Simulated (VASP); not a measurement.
# WC (P-6m2) in VASP: notebook, part 2 of 2

VASP 6.6.1.

### Step 5. Single point, PBE

This run uses another cell than the first one, of the same volume but with other edges.

INCAR

```
PREC = Accurate
ENCUT = 520
EDIFF = 1E-6
ISMEAR = 0
SIGMA = 0.15
LREAL = F
LASPH = T
NELM = 80
ALGO = Normal
ISIF = 2
LWAVE = F
LCHARG = F
GGA = PE
NBANDS = 16
```

KPOINTS

```
Automatic mesh
0
Gamma
  24 24 24
```

POSCAR

```
WC
1.0
    2.8304058242      0.0000000000      0.0000000000
   -1.4152029121      2.4512033468      0.0000000000
    0.0000000000      0.0000000000      3.0338504291
W C
1 1
Direct
    0.0000000000      0.0000000000      0.0000000000
    0.6666666667      0.3333333333      0.5000000000
```

Potentials or basis: VASP PAW PBE potentials, release 64 (W_sv, C).

Launch:

```
> cat potpaw_PBE.64/W_sv/POTCAR potpaw_PBE.64/C/POTCAR > POTCAR
> mpirun -np 1 vasp_std > vasp.out
```

OUTCAR:

```text
PREC = Accurate
   ENCUT = 520
   EDIFF = 1E-6
   ISMEAR = 0
   LREAL = F
   LASPH = T
   NELM = 80
   ISIF = 2
   GGA = PE

 ion  position               nearest neighbor table
   1  0.000  0.000  0.000-   2 2.23   2 2.23   2 2.23   2 2.23   2 2.23   2 2.23
   2  0.667  0.333  0.500-   1 2.23   1 2.23   1 2.23   1 2.23   1 2.23   1 2.23

  LATTYP: Found a hexagonal cell.
 ALAT       =     2.8304058242
 C/A-ratio  =     1.0718782456

  Lattice vectors:

 A1 = (   2.8304058242,   0.0000000000,   0.0000000000)
 A2 = (  -1.4152029121,   2.4512033468,   0.0000000000)
 A3 = (   0.0000000000,   0.0000000000,   3.0338504291)

Analysis of symmetry for initial positions (statically):
=====================================================================
 Subroutine PRICEL returns:
 Original cell was already a primitive cell.

 Routine SETGRP: Setting up the symmetry group for a
 hexagonal supercell.

 Subroutine GETGRP returns: Found 12 space group operations
 (whereof 12 operations were pure point group operations)
 out of a pool of 24 trial point group operations.

The static configuration has the point symmetry D_3h.

Analysis of symmetry for dynamics (positions and initial velocities):
=====================================================================
 Subroutine PRICEL returns:
 Original cell was already a primitive cell.

 Routine SETGRP: Setting up the symmetry group for a
 hexagonal supercell.

 Subroutine GETGRP returns: Found 12 space group operations
 (whereof 12 operations were pure point group operations)
 out of a pool of 24 trial point group operations.

The dynamic configuration has the point symmetry D_3h.
[... 105 lines left out ...]
   ISIF   =      2    stress and relaxation
   ISYM   =      2    0-nonsym 1-usesym 2-fastsym
   POTIM  = 0.5000    time-step for ionic-motion
   TEBEG  =    0.0;   TEEND  =   0.0 temperature during run
   PSTRESS=    0.0 pullay stress
   NELECT =      18.0000    total number of electrons
   NUPDOWN=      -1.0000    fix difference up-down
   EMIN   =  10.00;   EMAX   =-10.00  energy-range for DOS
   EFERMI =   0.00;   METHOD = LEGACY
   ISMEAR =     0;   SIGMA  =   0.15  broadening in eV -4-tet -1-fermi 0-gaus
   EFERMI_NEDOS =   21; number of points for ismear=-14 and -15
   IALGO  =     38    algorithm
   IMIX   =      4    mixing-type and parameters
     AMIX     =   0.40;   BMIX     =  1.00
     AMIX_MAG =   1.60;   BMIX_MAG =  1.00
  volume/ion in A,a.u.               =      10.52        71.02
  Fermi-wavevector in a.u.,A,eV,Ry     =   1.553907  2.936458 32.852980  2.414626
  Thomas-Fermi vector in A             =   2.658070
   LORBIT       =      0    0 simple, 1 ext, 2 COOP (PROOUT), +10 PAW based schemes
   GGA     = PE    functional components
   LHFCALC =     F    Hartree Fock is set to
   AEXX    =    0.0000 exact exchange contribution
   IVDW    =     0    specifies the selected vdW correction
   LEPSILON=     F    determine dielectric tensor
   LRPA    =     F    only Hartree local field effects (RPA)
 non-spin polarized calculation
 Gauss-broadening in eV      SIGMA  =   0.15
  energy-cutoff  :      520.00
  volume of cell :       21.05
 maximum number of plane-waves:       582
 NGX is ok and might be reduce to    24

 number of electron      17.9999999 magnetization

 Free energy of the ion-electron system (eV)
  ---------------------------------------------------
  ext. energy  EPLUGINS =         0.00000000
  ---------------------------------------------------
  free energy    TOTEN  =       -22.17596476 eV

  energy without entropy =      -22.17312913  energy(sigma->0) =      -22.17454695

 E-fermi :  10.8621     XC(G=0): -13.7403

 val. band max:       10.8578612951   @ k =   0.4167   0.0000   0.0000
 cond. band min:      10.8624146413   @ k =   0.0417   0.0000   0.3333
 fundamental gap:      0.0045533462
 Fermi energy:        10.8620863896

 k-point     1 :       0.0000    0.0000    0.0000
  band No.  band energies     occupation
      1     -63.1698      2.00000
      2     -27.3151      2.00000
      3     -26.9173      2.00000
      4     -26.9173      2.00000
      5      -3.4303      2.00000
      6       6.3777      2.00000
[... 433 lines left out ...]
      3     -27.1642      2.00000
      4     -27.1625      2.00000
      5       0.1900      2.00000
      6       4.0997      2.00000
[... 8 lines left out ...]
     15      23.7427      0.00000
     16      29.5361      0.00000

 [... further k-points ...]
[... 5 lines left out ...]
  --------------------------------------------------------------------------------------
  -------------------------------------------------------------------------------------
  Total        2.7888271      2.7888271     -5.6482811      0.0000000      0.0000000      0.0000000
  in kB      212.2804283    212.2804283   -429.9368460      0.0000000      0.0000000      0.0000000
  external PRESSURE =      -1.7919965 kB  Pullay stress =       0.0000000 kB

 VOLUME and BASIS-vectors are now :
 -----------------------------------------------------------------------------
  energy-cutoff  :      520.00
  volume of cell :       21.05
      direct lattice vectors                 reciprocal lattice vectors
     2.830405824  0.000000000  0.000000000     0.353306226  0.203981445  0.000000000
    -1.415202912  2.451203347  0.000000000     0.000000000  0.407962889  0.000000000
     0.000000000  0.000000000  3.033850429     0.000000000  0.000000000  0.329614140

 POSITION                                       TOTAL-FORCE (eV/Angst)
 -----------------------------------------------------------------------------------
      0.00000      0.00000      0.00000        -0.000000      0.000000      0.000000
      1.41520      0.81707      1.51693         0.000000     -0.000000      0.000000
 -----------------------------------------------------------------------------------
    total drift:                               -0.000000      0.000000      0.000000

  FREE ENERGIE OF THE ION-ELECTRON SYSTEM (eV)
  ---------------------------------------------------
  free  energy   TOTEN  =       -22.1759647584 eV

  energy  without entropy=      -22.1731291344  energy(sigma->0) =      -22.17454695
```

Run time: 2.2 min. Hardware: 1 thread of Intel Xeon Platinum 8488C (Sapphire Rapids), shared host; peak memory 0.36 GiB.

Results:

```
Free energy            : -22.1760 eV
Pressure               : -0.2 GPa
Band gap on the k mesh : zero (bands 9 and 10 overlap by 1.15 eV)
```

Stress tensor (GPa, compression positive):
```
 21.23   0.00   0.00
  0.00  21.23   0.00
  0.00   0.00 -42.99
```

Levels at points of the mesh, in eV from the Fermi level:
```csv
k point,band 6,band 7,band 8,band 9,band 10,band 11,band 12,band 13
"(0.00, 0.00, 0.00)",-4.48,-2.62,-2.62,-0.77,3.11,3.11,5.18,5.18
"(0.50, 0.00, 0.00)",-6.80,-4.46,-3.59,0.15,2.03,5.07,5.68,6.27
"(0.00, 0.00, 0.50)",-8.72,-1.04,-1.04,-0.62,-0.62,1.90,4.93,4.93
"(0.50, 0.00, 0.50)",-6.41,-4.39,-3.51,0.05,4.40,4.96,6.31,8.86
```

Caveat: the stress differs along the axes, from -43 to 21 GPa; spin-orbit coupling is left out, which moves the levels of the heavy elements.

### Step 6. Single point, PBE

This run uses another cell than the first one, of the same volume but with other edges.

INCAR

```
  ALGO = Normal
  EDIFF = 1E-6
  ENCUT = 520
  GGA = PE
  ISIF = 2
  ISMEAR = 0
  LASPH = True
  LCHARG = False
  LREAL = False
  LWAVE = False
  NBANDS = 16
  NELM = 80
  PREC = Accurate
  SIGMA = 0.15
```

KPOINTS

```
k-points
0
Gamma
  24 24 24
```

POSCAR

```
WC
1.0
    2.9618008944      0.0000000000      0.0000000000
   -1.4809004472      2.5649948155      0.0000000000
    0.0000000000      0.0000000000      2.7706384986
W C
1 1
Direct
    0.0000000000      0.0000000000      0.0000000000
    0.6666666667      0.3333333333      0.5000000000
```

Potentials or basis: VASP PAW PBE potentials, release 64 (W_sv, C).

Launch:

```
> cat potpaw_PBE.64/W_sv/POTCAR potpaw_PBE.64/C/POTCAR > POTCAR
> mpirun -np 1 vasp_std > vasp.out
```

Wall time 2.3 min (1 thread of Intel Xeon Platinum 8488C (Sapphire Rapids), shared host); peak memory 0.36 GiB.

The run converged. Its results:

```yaml
Free_energy: -22.3981 eV
Pressure: 3.3 GPa
Band_gap_on_the_k_mesh: zero (bands 9 and 10 overlap by 1.39 eV)
```

Stress tensor (GPa, compression positive):
```
-6.55  0.00  0.00
 0.00 -6.55  0.00
 0.00  0.00 23.02
```

Levels at points of the mesh, in eV from the Fermi level:
```
           k point  band 6  band 7  band 8  band 9  band 10  band 11  band 12  band 13
(0.00, 0.00, 0.00)   -4.24   -3.60   -3.60    0.48     3.25     3.25     5.69     5.69
(0.50, 0.00, 0.00)   -7.07   -3.56   -3.10   -0.77     2.47     4.16     4.30     6.97
(0.00, 0.00, 0.50)   -8.52   -2.40   -2.40   -0.56    -0.56     4.24     4.24     4.31
(0.50, 0.00, 0.50)   -6.39   -4.57   -4.07    0.32     4.07     5.38     6.46     8.97
```

Caveat: the stress differs along the axes, from -7 to 23 GPa; spin-orbit coupling is left out, which moves the levels of the heavy elements.

### Step 7. Summary

```csv
cell,gap on the mesh (eV),pressure (GPa)
"a = 3.084, b = 3.084, c = 2.555 Å, angles 90.0, 90.0, 120.0°, 2 atoms",none,16.6
"a = 2.749, b = 2.749, c = 3.215 Å, angles 90.0, 90.0, 120.0°, 2 atoms",none,2.9
"a = 3.004, b = 3.004, c = 2.693 Å, angles 90.0, 90.0, 120.0°, 2 atoms",none,6.8
"a = 2.830, b = 2.830, c = 3.034 Å, angles 90.0, 90.0, 120.0°, 2 atoms",none,-0.2
"a = 2.962, b = 2.962, c = 2.771 Å, angles 90.0, 90.0, 120.0°, 2 atoms",none,3.3
```

Alike in all rows: task single point; level PBE; potentials or basis VASP PAW PBE potentials, release 64 (W_sv, C); no spin polarisation; k mesh 24 × 24 × 24; cutoff (eV) 520; smearing gaussian 0.15 eV.

Caveats: spin-orbit coupling is left out, which moves the levels of the heavy elements; the stress differs along the axes, from -24 to 98 GPa (at least some runs); the stress differs along the axes, from -73 to 41 GPa (at least some runs); the stress differs along the axes, from -14 to 48 GPa (at least some runs); the stress differs along the axes, from -43 to 21 GPa (at least some runs); the stress differs along the axes, from -7 to 23 GPa (at least some runs).

Total energies depend on the potentials used, so only differences within one code and one set of settings carry meaning.
